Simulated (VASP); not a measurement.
# KYSe2 (P4/mmm) in VASP: further runs

Aim: see how the results for KYSe2 move with the level of theory and the settings. Levels: r2SCAN, PBEsol, LDA. Tasks: single point, relaxation of cell and atoms.

Everything below comes from runs of VASP 6.6.1. Logs are shortened: lines on timing, memory, paths and dates and some standing lists are left out, and cuts for length are marked.

## Step 1: The cell of the first run

Symmetry: P4/mmm, No. 123, tetragonal system. Conventional cell: a = 4.320 Å, b = 4.320 Å, c = 5.868 Å, α = 90.00°, β = 90.00°, γ = 90.00°. Within 3.9 Å of K (site symmetry 4/mmm) lie 6 Se at 2.93 to 3.05 Å. Se (site symmetry 4/mmm) has 2 K at 2.93 Å and 4 Y at 3.05 Å within 3.9 Å. Se (site symmetry 4/mmm) has 2 Y at 2.93 Å and 4 K at 3.05 Å within 3.9 Å. Y (site symmetry 4/mmm) has 6 Se at 2.93 to 3.05 Å within 3.9 Å.

## Step 2: Single point, r2SCAN

POSCAR reads:

```
KYSe2
1.0
    4.3197464616      0.0000000000      0.0000000000
    0.0000000000      4.3197464616      0.0000000000
    0.0000000000      0.0000000000      5.8682760708
K Se Y
1 2 1
Direct
    0.0000000000      0.0000000000      0.0000000000
    0.0000000000      0.0000000000      0.5000000000
    0.5000000000      0.5000000000      0.0000000000
    0.5000000000      0.5000000000      0.5000000000
```

INCAR.step1 reads:

```
PREC = Accurate ; ENCUT = 520
ISMEAR = -1 ; SIGMA = 0.02
LREAL = False ; LASPH = True
NELM = 80 ; NBANDS = 24
GGA = PE ; ALGO = Normal
EDIFF = 1E-4 ; LWAVE = True
LCHARG = False
```

INCAR.step2 reads:

```
PREC = Accurate ; ENCUT = 520
EDIFF = 1E-6 ; ISMEAR = -1
SIGMA = 0.02 ; LREAL = False
LASPH = True ; NELM = 80
ALGO = Normal ; ISIF = 2
LWAVE = False ; LCHARG = True
METAGGA = R2SCAN ; LMIXTAU = True
LELF = True ; LVHAR = True
NBANDS = 24 ; ISTART = 1
```

KPOINTS reads:

```
Automatic mesh
0
Gamma
  6 6 4
```

Potentials or basis: VASP PAW PBE potentials, release 64 (K_sv, Se, Y_sv).

Command:

```console
> cat potpaw_PBE.64/K_sv/POTCAR potpaw_PBE.64/Se/POTCAR potpaw_PBE.64/Y_sv/POTCAR > POTCAR
> cp INCAR.step1 INCAR
> mpirun -np 1 vasp_std > vasp.out
> cp INCAR.step2 INCAR
> mpirun -np 1 vasp_std > vasp.out
```

OUTCAR:

```text
PREC = Accurate
   ENCUT = 520
   EDIFF = 1E-6
   ISMEAR = -1
   LREAL = False
   LASPH = True
   NELM = 80
   ISIF = 2
   METAGGA = R2SCAN
   ISTART = 1

 ion  position               nearest neighbor table
   1  0.000  0.000  0.000-   2 2.93   2 2.93   3 3.05   3 3.05   3 3.05   3 3.05
   2  0.000  0.000  0.500-   1 2.93   1 2.93   4 3.05   4 3.05   4 3.05   4 3.05
   3  0.500  0.500  0.000-   4 2.93   4 2.93   1 3.05   1 3.05   1 3.05   1 3.05
   4  0.500  0.500  0.500-   3 2.93   3 2.93   2 3.05   2 3.05   2 3.05   2 3.05

  LATTYP: Found a simple tetragonal cell.
 ALAT       =     4.3197464616
 C/A-ratio  =     1.3584769669

  Lattice vectors:

 A1 = (   4.3197464616,   0.0000000000,   0.0000000000)
 A2 = (   0.0000000000,   4.3197464616,   0.0000000000)
 A3 = (   0.0000000000,   0.0000000000,   5.8682760708)

Analysis of symmetry for initial positions (statically):
=====================================================================
 Subroutine PRICEL returns:
 Original cell was already a primitive cell.

 Routine SETGRP: Setting up the symmetry group for a
 simple tetragonal supercell.

 Subroutine GETGRP returns: Found 16 space group operations
 (whereof 16 operations were pure point group operations)
 out of a pool of 16 trial point group operations.

The static configuration has the point symmetry D_4h.

Analysis of symmetry for dynamics (positions and initial velocities):
=====================================================================
 Subroutine PRICEL returns:
 Original cell was already a primitive cell.

 Routine SETGRP: Setting up the symmetry group for a
 simple tetragonal supercell.

 Subroutine GETGRP returns: Found 16 space group operations
 (whereof 16 operations were pure point group operations)
 out of a pool of 16 trial point group operations.

The dynamic configuration has the point symmetry D_4h.

 Subroutine INISYM returns: Found 16 space group operations
 (whereof 16 operations are pure point group operations),
 and found     1 'primitive' translations

----------------------------------------------------------------------------------------

                                     Primitive cell

  volume of cell :     109.5033

  direct lattice vectors                    reciprocal lattice vectors
     4.319746462  0.000000000  0.000000000     0.231495068  0.000000000  0.000000000
     0.000000000  4.319746462  0.000000000     0.000000000  0.231495068  0.000000000
     0.000000000  0.000000000  5.868276071     0.000000000  0.000000000  0.170407797

  length of vectors
     4.319746462  4.319746462  5.868276071     0.231495068  0.231495068  0.170407797

  position of ions in fractional coordinates (direct lattice)
     0.000000000  0.000000000  0.000000000
     0.000000000  0.000000000  0.500000000
     0.500000000  0.500000000  0.000000000
     0.500000000  0.500000000  0.500000000

  ion indices of the primitive-cell ions
   primitive index   ion index
                 1           1
                 2           2
                 3           3
                 4           4

----------------------------------------------------------------------------------------

 KPOINTS: Automatic mesh

Automatic generation of k-mesh.
 Grid dimensions read from file:
 generate k-points for:    6    6    4

 Generating k-lattice:

  Cartesian coordinates                     Fractional coordinates (reciprocal lattice)
     0.038582511  0.000000000  0.000000000     0.166666667  0.000000000  0.000000000
     0.000000000  0.038582511  0.000000000     0.000000000  0.166666667  0.000000000
     0.000000000  0.000000000  0.042601949     0.000000000  0.000000000  0.250000000

  Length of vectors
     0.038582511  0.038582511  0.042601949

  Shift w.r.t. Gamma in fractional coordinates (k-lattice)
     0.000000000  0.000000000  0.000000000

 Subroutine IBZKPT returns following result:
 ===========================================

 Found     30 irreducible k-points:

 Following reciprocal coordinates:
            Coordinates               Weight
  0.000000  0.000000  0.000000      1.000000
  0.166667  0.000000  0.000000      4.000000
  0.333333  0.000000  0.000000      4.000000
  0.500000  0.000000  0.000000      2.000000
  0.166667  0.166667  0.000000      4.000000
  0.333333  0.166667  0.000000      8.000000
[... 16 lines left out ...]
  0.333333  0.000000  0.500000      4.000000
  0.500000  0.000000  0.500000      2.000000
 [... further k-points ...]
   k-points           NKPTS =     30   k-points in BZ     NKDIM =     30   number of bands    NBANDS=     24
   number of dos      NEDOS =    301   number of ions     NIONS =      4
   total plane-waves  NPLWV =  49152
   dimension x,y,z NGX =    32 NGY =   32 NGZ =   48
   dimension x,y,z NGXF=    64 NGYF=   64 NGZF=   96
   ions per type =               1   2   1
   NGX,Y,Z   is equivalent  to a cutoff of  12.32, 12.32, 13.60 a.u.
   NGXF,Y,Z  is equivalent  to a cutoff of  24.63, 24.63, 27.20 a.u.
 SYSTEM =  unknown system
   PREC   = accura    normal or accurate (medium, high low for compatibility)
   ISTART =      1    job   : 0-new  1-cont  2-samecut
   ICHARG =      0    charge: 1-file 2-atom 10-const
   ISPIN  =      1    spin polarized calculation?
   LNONCOLLINEAR =      F non collinear calculations
   LSORBIT =      F    spin-orbit coupling
   LASPH  =      T    aspherical Exc in radial PAW
   ENCUT  =  520.0 eV  38.22 Ry    6.18 a.u.   8.03  8.03 10.91*2*pi/ulx,y,z
   NELM   =     80;   NELMIN=  2; NELMDL=  0     # of ELM steps
   EDIFF  = 0.1E-05   stopping-criterion for ELM
   LREAL  =      F    real-space projection
   EDIFFG = 0.1E-04   stopping-criterion for IOM
   NSW    =      0    number of steps for IOM
   IBRION =     -1    ionic relax: 0-MD 1-quasi-New 2-CG
   NFREE  =      0    steps in history (QN), initial steepest desc. (CG)
   ISIF   =      2    stress and relaxation
   ISYM   =      2    0-nonsym 1-usesym 2-fastsym
   POTIM  = 0.5000    time-step for ionic-motion
   TEBEG  =    0.0;   TEEND  =   0.0 temperature during run
   PSTRESS=    0.0 pullay stress
   NELECT =      32.0000    total number of electrons
   NUPDOWN=      -1.0000    fix difference up-down
   EMIN   =  10.00;   EMAX   =-10.00  energy-range for DOS
   EFERMI =   0.00;   METHOD = LEGACY
   ISMEAR =    -1;   SIGMA  =   0.02  broadening in eV -4-tet -1-fermi 0-gaus
   EFERMI_NEDOS =   21; number of points for ismear=-14 and -15
   IALGO  =     38    algorithm
   IMIX   =      4    mixing-type and parameters
     AMIX     =   0.40;   BMIX     =  1.00
     AMIX_MAG =   1.60;   BMIX_MAG =  1.00
  volume/ion in A,a.u.               =      27.38       184.74
  Fermi-wavevector in a.u.,A,eV,Ry     =   1.086382  2.052964 16.057941  1.180225
  Thomas-Fermi vector in A             =   2.222517
   LORBIT       =      0    0 simple, 1 ext, 2 COOP (PROOUT), +10 PAW based schemes
   METAGGA = R2SCAN    functional components
   LHFCALC =     F    Hartree Fock is set to
   AEXX    =    0.0000 exact exchange contribution
   IVDW    =     0    specifies the selected vdW correction
   LEPSILON=     F    determine dielectric tensor
   LRPA    =     F    only Hartree local field effects (RPA)
 non-spin polarized calculation
  energy-cutoff  :      520.00
  volume of cell :      109.50
 maximum number of plane-waves:      2976
   NGX = 17   NGY = 17   NGZ = 21

 number of electron      32.0000004 magnetization

 Free energy of the ion-electron system (eV)
  ---------------------------------------------------
  ext. energy  EPLUGINS =         0.00000000
  ---------------------------------------------------
  free energy    TOTEN  =       -61.82781379 eV

  energy without entropy =      -61.82781374  energy(sigma->0) =      -61.82781377

 E-fermi :   2.2584     XC(G=0):  -9.5034

 val. band max:        2.0055161075   @ k =   0.0000   0.0000   0.0000
 cond. band min:       2.5023275011   @ k =   0.0000   0.0000   0.0000
 fundamental gap:      0.4968113936
 Fermi energy:         2.2583694097

 k-point     1 :       0.0000    0.0000    0.0000
  band No.  band energies     occupation
      1     -42.9685      2.00000
      2     -27.5671      2.00000
      3     -22.2503      2.00000
      4     -22.2503      2.00000
      5     -22.1118      2.00000
      6     -10.9744      2.00000
[... 16 lines left out ...]
     23       7.6440      0.00000
     24       8.6679      0.00000

 k-point     2 :       0.1667    0.0000    0.0000
  band No.  band energies     occupation
      1     -42.9680      2.00000
      2     -27.5654      2.00000
      3     -22.2647      2.00000
      4     -22.2483      2.00000
      5     -22.1109      2.00000
      6     -10.9084      2.00000
[... 16 lines left out ...]
     23       8.1146      0.00000
     24       9.2864      0.00000

 k-point     3 :       0.3333    0.0000    0.0000
  band No.  band energies     occupation
      1     -42.9671      2.00000
      2     -27.5620      2.00000
      3     -22.2931      2.00000
      4     -22.2442      2.00000
      5     -22.1089      2.00000
      6     -10.9286      2.00000
[... 16 lines left out ...]
     23       8.4739      0.00000
     24       8.9272      0.00000

 k-point     4 :       0.5000    0.0000    0.0000
  band No.  band energies     occupation
      1     -42.9667      2.00000
      2     -27.5604      2.00000
      3     -22.3073      2.00000
      4     -22.2421      2.00000
      5     -22.1080      2.00000
      6     -11.0186      2.00000
[... 16 lines left out ...]
     23       7.9955      0.00000
     24       9.5401      0.00000

 k-point     5 :       0.1667    0.1667    0.0000
  band No.  band energies     occupation
      1     -42.9676      2.00000
      2     -27.5638      2.00000
      3     -22.2638      2.00000
      4     -22.2603      2.00000
      5     -22.1099      2.00000
      6     -10.8644      2.00000
[... 16 lines left out ...]
     23       8.6481      0.00000
     24       9.1893      0.00000

 k-point     6 :       0.3333    0.1667    0.0000
  band No.  band energies     occupation
      1     -42.9667      2.00000
      2     -27.5605      2.00000
      3     -22.2896      2.00000
      4     -22.2568      2.00000
      5     -22.1081      2.00000
      6     -10.8648      2.00000
[... 16 lines left out ...]
     23       8.6612      0.00000
     24       9.1800      0.00000
[... 379 lines left out ...]
 k-point    21 :       0.0000    0.0000    0.5000
  band No.  band energies     occupation
      1     -42.9685      2.00000
      2     -27.5666      2.00000
      3     -22.2502      2.00000
      4     -22.2502      2.00000
      5     -22.1184      2.00000
      6     -11.5763      2.00000
[... 16 lines left out ...]
     23       8.5056      0.00000
     24      10.0746      0.00000

 k-point    22 :       0.1667    0.0000    0.5000
  band No.  band energies     occupation
      1     -42.9680      2.00000
      2     -27.5649      2.00000
      3     -22.2646      2.00000
      4     -22.2481      2.00000
      5     -22.1176      2.00000
      6     -11.5245      2.00000
[... 16 lines left out ...]
     23       8.7006      0.00000
     24       9.3727      0.00000

 k-point    23 :       0.3333    0.0000    0.5000
  band No.  band energies     occupation
      1     -42.9671      2.00000
      2     -27.5615      2.00000
      3     -22.2932      2.00000
      4     -22.2440      2.00000
      5     -22.1159      2.00000
      6     -11.4215      2.00000
[... 16 lines left out ...]
     23       8.4977      0.00000
     24       9.6211      0.00000

 k-point    24 :       0.5000    0.0000    0.5000
  band No.  band energies     occupation
      1     -42.9667      2.00000
      2     -27.5598      2.00000
      3     -22.3075      2.00000
      4     -22.2420      2.00000
      5     -22.1150      2.00000
      6     -11.3704      2.00000
[... 16 lines left out ...]
     23       8.5295      0.00000
     24       9.4269      0.00000

 [... further k-points ...]

------------------------ aborting loop because EDIFF is reached ----------------------------------------

  FORCE on cell =-STRESS in cart. coord.  units (eV):
  Direction    XX          YY          ZZ          XY          YZ          ZX
  --------------------------------------------------------------------------------------
  -------------------------------------------------------------------------------------
  Total        0.0492446      0.0492446      0.0618815      0.0000000     -0.0000000      0.0000000
  in kB        0.7205133      0.7205133      0.9054088      0.0000000     -0.0000000      0.0000000
  external PRESSURE =       0.7821451 kB  Pullay stress =       0.0000000 kB

 VOLUME and BASIS-vectors are now :
 -----------------------------------------------------------------------------
  energy-cutoff  :      520.00
  volume of cell :      109.50
      direct lattice vectors                 reciprocal lattice vectors
     4.319746462  0.000000000  0.000000000     0.231495068  0.000000000  0.000000000
     0.000000000  4.319746462  0.000000000     0.000000000  0.231495068  0.000000000
     0.000000000  0.000000000  5.868276071     0.000000000  0.000000000  0.170407797

 POSITION                                       TOTAL-FORCE (eV/Angst)
 -----------------------------------------------------------------------------------
      0.00000      0.00000      0.00000         0.000000      0.000000      0.000000
      0.00000      0.00000      2.93414         0.000000      0.000000      0.000000
      2.15987      2.15987      0.00000         0.000000      0.000000      0.000000
      2.15987      2.15987      2.93414         0.000000      0.000000      0.000000
 -----------------------------------------------------------------------------------
    total drift:                                0.000000     -0.000000     -0.000000

  FREE ENERGIE OF THE ION-ELECTRON SYSTEM (eV)
  ---------------------------------------------------
  free  energy   TOTEN  =       -61.8278137931 eV

  energy  without entropy=      -61.8278137440  energy(sigma->0) =      -61.82781377
```

Wall time 3.8 min (1 thread of Oxide Virtual Turin-like, shared host); peak memory 0.25 GiB.

Results:

| Quantity | Value |
| --- | --- |
| Free energy | -61.8278 eV |
| Pressure | 0.1 GPa |
| Band gap on the k mesh | 0.50 eV |

Caveat: semilocal functionals underestimate gaps, and a narrow one can read as zero; the PAW data sets were made with another functional, which shifts forces and pressure a little.

[end of part 1 of 3]

The gap in the log of VASP goes by the Fermi energy; the results here count the filled bands.